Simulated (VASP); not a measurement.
# C in VASP: a series of runs

The runs below take C through single point, with PBE+D3(BJ).

Everything below comes from runs of VASP 6.6.1. Logs are shortened: lines on timing, memory, paths and dates and some standing lists are left out, and cuts for length are marked.

### Step 1. The cell of the first run

The cell holds a slab with vacuum, 4 atoms: a = 2.466 Å, b = 2.466 Å, c = 17.500 Å, α = 90.00°, β = 90.00°, γ = 120.00°.

### Step 2. Single point, PBE+D3(BJ) (layers slid over each other)

Contents of INCAR:

```
PREC = Accurate
ENCUT = 520
EDIFF = 1E-6
ISMEAR = 0
SIGMA = 0.1
LREAL = F
LASPH = T
NELM = 80
ALGO = Normal
ISIF = 2
LWAVE = F
LCHARG = F
LDIPOL = T
IDIPOL = 3
DIPOL = 0.5 0.5 0.343
GGA = PE
IVDW = 12
NBANDS = 16
```

Contents of KPOINTS:

```
regular mesh
0
Gamma
  15 15 1
```

Contents of POSCAR:

```
C
1.0
    2.4656524409      0.0000000000      0.0000000000
   -1.2328262205      2.1353176508      0.0000000000
    0.0000000000      0.0000000000     17.5000663883
C
4
Direct
    0.6666666667      0.3333333333      0.2571437784
    0.3333333333      0.6666666667      0.2571418816
    0.6666666667      0.6666666667      0.4291450227
    1.0000000000      0.3333333333      0.4291431259
```

Potentials or basis: VASP PAW PBE potentials, release 64 (C).

On the command line:

```console
cat potpaw_PBE.64/C/POTCAR > POTCAR
mpirun -np 1 vasp_std > vasp.out
```

OUTCAR:

```text
PREC = Accurate
   ENCUT = 520
   EDIFF = 1E-6
   ISMEAR = 0
   LREAL = F
   LASPH = T
   NELM = 80
   ISIF = 2
   GGA = PE
   IVDW = 12
 IVDW          = 12

 ion  position               nearest neighbor table
   1  0.667  0.333  0.257-   2 1.42   2 1.42   2 1.42
   2  0.333  0.667  0.257-   1 1.42   1 1.42   1 1.42
   3  0.667  0.667  0.429-   4 1.42   4 1.42   4 1.42
   4  0.000  0.333  0.429-   3 1.42   3 1.42   3 1.42

  LATTYP: Found a hexagonal cell.
 ALAT       =     2.4656524409
 C/A-ratio  =     7.0975398227

  Lattice vectors:

 A1 = (   2.4656524409,   0.0000000000,   0.0000000000)
 A2 = (  -1.2328262205,   2.1353176508,   0.0000000000)
 A3 = (   0.0000000000,   0.0000000000,  17.5000663883)

Analysis of symmetry for initial positions (statically):
=====================================================================
 Subroutine PRICEL returns:
 Original cell was already a primitive cell.

 Routine SETGRP: Setting up the symmetry group for a
 hexagonal supercell.

 Subroutine GETGRP returns: Found  4 space group operations
 (whereof  2 operations were pure point group operations)
 out of a pool of 24 trial point group operations.

The static configuration has the point symmetry C_1h.
 The point group associated with its full space group is C_2h.

Analysis of symmetry for dynamics (positions and initial velocities):
=====================================================================
 Subroutine PRICEL returns:
 Original cell was already a primitive cell.

 Routine SETGRP: Setting up the symmetry group for a
 hexagonal supercell.

 Subroutine GETGRP returns: Found  4 space group operations
 (whereof  2 operations were pure point group operations)
 out of a pool of 24 trial point group operations.

The dynamic configuration has the point symmetry C_1h.
 The point group associated with its full space group is C_2h.

 Subroutine INISYM returns: Found  4 space group operations
 (whereof  2 operations are pure point group operations),
 and found     1 'primitive' translations

----------------------------------------------------------------------------------------

                                     Primitive cell

  volume of cell :      92.1370

  direct lattice vectors                    reciprocal lattice vectors
     2.465652441  0.000000000  0.000000000     0.405572166  0.234157199  0.000000000
    -1.232826221  2.135317651  0.000000000     0.000000000  0.468314398  0.000000000
     0.000000000  0.000000000 17.500066388     0.000000000  0.000000000  0.057142640

  length of vectors
[... 97 lines left out ...]
   NELECT =      16.0000    total number of electrons
   NUPDOWN=      -1.0000    fix difference up-down
   EMIN   =  10.00;   EMAX   =-10.00  energy-range for DOS
   EFERMI =   0.00;   METHOD = LEGACY
   ISMEAR =     0;   SIGMA  =   0.10  broadening in eV -4-tet -1-fermi 0-gaus
   EFERMI_NEDOS =   21; number of points for ismear=-14 and -15
   IALGO  =     38    algorithm
   IMIX   =      4    mixing-type and parameters
     AMIX     =   0.40;   BMIX     =  1.00
     AMIX_MAG =   1.60;   BMIX_MAG =  1.00
  volume/ion in A,a.u.               =      23.03       155.44
  Fermi-wavevector in a.u.,A,eV,Ry     =   0.913349  1.725980 11.350070  0.834207
  Thomas-Fermi vector in A             =   2.037850
   LORBIT       =      0    0 simple, 1 ext, 2 COOP (PROOUT), +10 PAW based schemes
   GGA     = PE    functional components
   LHFCALC =     F    Hartree Fock is set to
   AEXX    =    0.0000 exact exchange contribution
   IVDW    =    12    specifies the selected vdW correction
   LEPSILON=     F    determine dielectric tensor
   LRPA    =     F    only Hartree local field effects (RPA)
 non-spin polarized calculation
 Gauss-broadening in eV      SIGMA  =   0.10
  energy-cutoff  :      520.00
  volume of cell :       92.14
 maximum number of plane-waves:      2516
   NGX =  9   NGY =  9   NGZ = 65

 dipolmoment           0.000000      0.000000      0.000002 electrons x Angstroem

 number of electron      15.9999997 magnetization

 dipolmoment           0.000000      0.000000     -0.000129 electrons x Angstroem

 Free energy of the ion-electron system (eV)
  ---------------------------------------------------
  ext. energy  EPLUGINS =         0.00000000
  ---------------------------------------------------
  free energy    TOTEN  =       -36.77592699 eV

  energy without entropy =      -36.77592699  energy(sigma->0) =      -36.77592699

 E-fermi :  -0.8911     XC(G=0):  -4.3597

 val. band max:       -1.2386059891   @ k =   0.3333   0.3333   0.0000
 cond. band min:      -0.5437685821   @ k =   0.3333   0.3333   0.0000
 fundamental gap:      0.6948374069
 Fermi energy:        -0.8911143127

 k-point     1 :       0.0000    0.0000    0.0000
  band No.  band energies     occupation
      1     -20.5556      2.00000
      2     -20.2206      2.00000
      3      -9.2507      2.00000
      4      -7.6324      2.00000
      5      -3.9054      2.00000
      6      -3.9045      2.00000
[... 433 lines left out ...]
      3      -9.6627      2.00000
      4      -9.5178      2.00000
      5      -6.7284      2.00000
      6      -6.6714      2.00000
[... 8 lines left out ...]
     15       7.5152      0.00000
     16       8.6278      0.00000

 [... further k-points ...]

------------------------ aborting loop because EDIFF is reached ----------------------------------------

 vacuum level on the upper side and lower side of the slab       (xc-potential included)        -0.162        -0.158

 Edisp (eV)   -0.51511

 E8    (eV) :    -0.1559

  FORCE on cell =-STRESS in cart. coord.  units (eV):
  Direction    XX          YY          ZZ          XY          YZ          ZX
  --------------------------------------------------------------------------------------
  -------------------------------------------------------------------------------------
  Total       0.08070    -0.03737     0.98302     0.00000     0.00000     0.21084
  in kB       1.40337    -0.64980    17.09384     0.00000     0.00000     3.66637
  external pressure =        5.95 kB  Pullay stress =        0.00 kB

 VOLUME and BASIS-vectors are now :
 -----------------------------------------------------------------------------
  energy-cutoff  :      520.00
  volume of cell :       92.14
      direct lattice vectors                 reciprocal lattice vectors
     2.465652441  0.000000000  0.000000000     0.405572166  0.234157199  0.000000000
    -1.232826221  2.135317651  0.000000000     0.000000000  0.468314398  0.000000000
     0.000000000  0.000000000 17.500066388     0.000000000  0.000000000  0.057142640

 POSITION                                       TOTAL-FORCE (eV/Angst)
 -----------------------------------------------------------------------------------
      1.23283      0.71177      4.50003        -0.035026      0.003442     -0.167420
     -0.00000      1.42355      4.50000        -0.035026     -0.003442     -0.167420
      0.82188      1.42355      7.51007         0.035026     -0.003442      0.167420
     -0.41094      0.71177      7.51003         0.035026      0.003442      0.167420
 -----------------------------------------------------------------------------------
    total drift:                                0.000001      0.000019     -0.029602

  FREE ENERGIE OF THE ION-ELECTRON SYSTEM (eV)
  ---------------------------------------------------
  free  energy   TOTEN  =       -37.2910396095 eV

  energy  without entropy=      -37.2910396037  energy(sigma->0) =      -37.29103961

 vacuum level on the upper side and lower side of the slab         3.337         3.341
```

Wall time 2.6 min (1 thread of Intel Xeon Platinum 8488C (Sapphire Rapids), shared host); peak memory 0.23 GiB.

What came out:

```
Free energy                : -37.2910 eV
Largest force              : 0.171 eV/Å
Dispersion energy per atom : -0.129 eV
```

Forces in eV/Å, atoms in the order of the input:
```
C   -0.035  0.003 -0.167
C   -0.035 -0.003 -0.167
C    0.035 -0.003  0.167
C    0.035  0.003  0.167
```

Caveat: the cell differs from its parent crystal (layers slid over each other).

### Step 3. Single point, PBE+D3(BJ) (layers slid over each other)

Contents of INCAR:

```
  ALGO = Normal
  DIPOL = 0.5 0.5 0.343
  EDIFF = 1E-6
  ENCUT = 520
  GGA = PE
  IDIPOL = 3
  ISIF = 2
  ISMEAR = 0
  IVDW = 12
  LASPH = T
  LCHARG = F
  LDIPOL = T
  LREAL = F
  LWAVE = F
  NBANDS = 16
  NELM = 60
  PREC = Accurate
  SIGMA = 0.1
```

Contents of KPOINTS:

```
k-points
0
Gamma
  15 15 1
```

POSCAR, as its differences from that of step 2:

```diff
@@ -10,3 +10,3 @@
     0.3333333333      0.6666666667      0.2571418816
-    0.6666666667      0.6666666667      0.4291450227
-    1.0000000000      0.3333333333      0.4291431259
+    0.6666666667      0.8333333333      0.4291450227
+    1.0000000000      0.5000000000      0.4291431259
```

Potentials or basis: VASP PAW PBE potentials, release 64 (C).

On the command line:

```console
cat potpaw_PBE.64/C/POTCAR > POTCAR
mpirun -np 1 vasp_std > vasp.out
```

OUTCAR:

```text
EDIFF = 1E-6
   ENCUT = 520
   GGA = PE
   ISIF = 2
   ISMEAR = 0
   IVDW = 12
   LASPH = T
   LREAL = F
   NELM = 60
   PREC = Accurate
 IVDW          = 12

 ion  position               nearest neighbor table
   1  0.667  0.333  0.257-   2 1.42   2 1.42   2 1.42
   2  0.333  0.667  0.257-   1 1.42   1 1.42   1 1.42
   3  0.667  0.833  0.429-   4 1.42   4 1.42   4 1.42
   4  0.000  0.500  0.429-   3 1.42   3 1.42   3 1.42

  LATTYP: Found a hexagonal cell.
 ALAT       =     2.4656524409
 C/A-ratio  =     7.0975398227
[... 666 lines left out ...]
  --------------------------------------------------------------------------------------
  -------------------------------------------------------------------------------------
  Total       0.02762    -0.01340     1.05874     0.03552     0.13005     0.22525
  in kB       0.48023    -0.23293    18.41043     0.61762     2.26142     3.91689
  external pressure =        6.22 kB  Pullay stress =        0.00 kB

 VOLUME and BASIS-vectors are now :
 -----------------------------------------------------------------------------
  energy-cutoff  :      520.00
  volume of cell :       92.14
      direct lattice vectors                 reciprocal lattice vectors
     2.465652441  0.000000000  0.000000000     0.405572166  0.234157199  0.000000000
    -1.232826221  2.135317651  0.000000000     0.000000000  0.468314398  0.000000000
     0.000000000  0.000000000 17.500066388     0.000000000  0.000000000  0.057142640

 POSITION                                       TOTAL-FORCE (eV/Angst)
 -----------------------------------------------------------------------------------
      1.23283      0.71177      4.50003        -0.037123     -0.021433     -0.188775
     -0.00000      1.42355      4.50000        -0.037704     -0.021768     -0.171152
      0.61641      1.77943      7.51007         0.037123      0.021433      0.188775
     -0.61641      1.06766      7.51003         0.037704      0.021768      0.171152
 -----------------------------------------------------------------------------------
    total drift:                                0.000020      0.000012     -0.059238

  FREE ENERGIE OF THE ION-ELECTRON SYSTEM (eV)
  ---------------------------------------------------
  free  energy   TOTEN  =       -37.2831631227 eV

  energy  without entropy=      -37.2831631225  energy(sigma->0) =      -37.28316312

 vacuum level on the upper side and lower side of the slab         3.348         3.357
```

OSZICAR:

```text
N       E                     dE             d eps       ncg     rms          rms(c)
DAV:   1     0.883556854894E+02    0.88356E+02   -0.66567E+03  2056   0.808E+02
DAV:   2    -0.304781251997E+02   -0.11883E+03   -0.10618E+03  2840   0.193E+02
DAV:   3    -0.390223888518E+02   -0.85443E+01   -0.84515E+01  2744   0.544E+01
[... 11 lines left out ...]
DAV:  15    -0.367680024202E+02   -0.23407E-03   -0.20100E-05  2336   0.173E-02    0.370E-03
DAV:  16    -0.367680545180E+02   -0.52098E-04   -0.17073E-06  2304   0.633E-03    0.247E-03
DAV:  17    -0.367680741108E+02   -0.19593E-04   -0.11599E-06  2304   0.453E-03    0.111E-03
DAV:  18    -0.367680785501E+02   -0.44392E-05   -0.15009E-07  1752   0.183E-03    0.330E-04
DAV:  19    -0.367680788142E+02   -0.26416E-06   -0.11347E-08  1968   0.517E-04
   1 F= -.37283163E+02 E0= -.37283163E+02  d E =-.108535E-09
```

Wall time 2.6 min (1 thread of Intel Xeon Platinum 8488C (Sapphire Rapids), shared host); peak memory 0.23 GiB.

Results:

```yaml
Free_energy: -37.2832 eV
Largest_force: 0.194 eV/Å
Dispersion_energy_per_atom: -0.129 eV
```

Forces on the atoms (eV/Å):
```
C   -0.037 -0.021 -0.189
C   -0.038 -0.022 -0.171
C    0.037  0.021  0.189
C    0.038  0.022  0.171
```

Caveat: the cell differs from its parent crystal (layers slid over each other).

### Step 4. Single point, PBE+D3(BJ) (layers slid over each other)

Contents of INCAR:

```
ALGO     = Normal         # electronic algorithm
DIPOL    = 0.5 0.5 0.343
EDIFF    = 1E-7           # SCF threshold, eV
ENCUT    = 520            # plane-wave cutoff, eV
GGA      = PE             # functional
IDIPOL   = 3            
ISIF     = 2              # what is computed and relaxed
ISMEAR   = 0              # smearing method
IVDW     = 12             # dispersion correction
LASPH    = True           # aspherical terms in the spheres
LCHARG   = True           # write CHGCAR
LDIPOL   = True         
LELF     = True           # ELF
LREAL    = False          # projectors in reciprocal space
LVACPOTAV= True         
LVHAR    = True         
LWAVE    = False          # write WAVECAR
NBANDS   = 16             # bands
NELM     = 60             # most SCF steps
PREC     = Accurate       # precision mode
SIGMA    = 0.1            # smearing width, eV
```

KPOINTS is that of step 3.

POSCAR, as its differences from that of step 3:

```diff
@@ -10,3 +10,3 @@
     0.3333333333      0.6666666667      0.2571418816
-    0.6666666667      0.8333333333      0.4291450227
-    1.0000000000      0.5000000000      0.4291431259
+    1.1666666667      0.6666666667      0.4291450227
+    1.5000000000      0.3333333333      0.4291431259
```

On the command line:

```console
cat potpaw_PBE.64/C/POTCAR > POTCAR
mpirun -np 1 vasp_std > vasp.out
```

Wall time 2.8 min (1 thread of Intel Xeon Platinum 8488C (Sapphire Rapids), shared host); peak memory 0.23 GiB.

The run converged. Its results:

```yaml
Free_energy: -37.2562 eV
Largest_force: 0.231 eV/Å
Dispersion_energy_per_atom: -0.129 eV
```

Forces in eV/Å, atoms in the order of the input:
```
C    0.042  0.004 -0.227
C    0.042 -0.004 -0.227
C   -0.042 -0.004  0.227
C   -0.042  0.004  0.227
```

Caveat: the cell differs from its parent crystal (layers slid over each other).

### Step 5. Summary

```tsv
cell	largest force (eV/Å)
as given, atomic positions A	0.17
as given, atomic positions B	0.19
as given, atomic positions C	0.23
```

Alike in all rows: task single point; level PBE+D3(BJ); potentials or basis VASP PAW PBE potentials, release 64 (C); no spin polarisation; k mesh 15 × 15 × 1; cutoff (eV) 520; smearing gaussian 0.1 eV.

Absolute energies hang on the potentials; compare differences alone.
